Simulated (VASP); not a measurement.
A run of VASP 6.6.1 is set up as follows.

File INCAR:

```
PREC = Accurate ; ENCUT = 520
EDIFF = 1E-7 ; ISMEAR = 0
SIGMA = 0.01 ; LREAL = False
LASPH = True ; NELM = 100
ALGO = Normal ; ISIF = 2
LWAVE = False ; LCHARG = True
LELF = True ; LVHAR = True
NBANDS = 16
```

Contents of KPOINTS:

```
regular mesh
0
Gamma
  8 8 6
```

File POSCAR:

```
SiC
1.0
    3.0478941771      0.0000000000      0.0000000000
   -1.5239470885      2.6395537854      0.0000000000
    0.0000000000      0.0000000000      5.0014393942
Si C
2 2
Direct
    0.3333333333      0.6666666667      0.0045937037
    0.6666666667      0.3333333333      0.5045937037
    0.3333333333      0.6666666667      0.3804062963
    0.6666666667      0.3333333333      0.8804062963
```

Potentials or basis: VASP PAW LDA potentials, release 64 (Si, C).

Run with:

```sh
$ cat potpaw_LDA.64/Si/POTCAR potpaw_LDA.64/C/POTCAR > POTCAR
$ mpirun -np 1 vasp_std > vasp.out
```

(1) What does it give for the pressure?

(2) Estimate the band gap on the k mesh.

## Answers

(1) 2.4 GPa.

(2) 2.37 eV, indirect (least direct gap 3.93 eV).
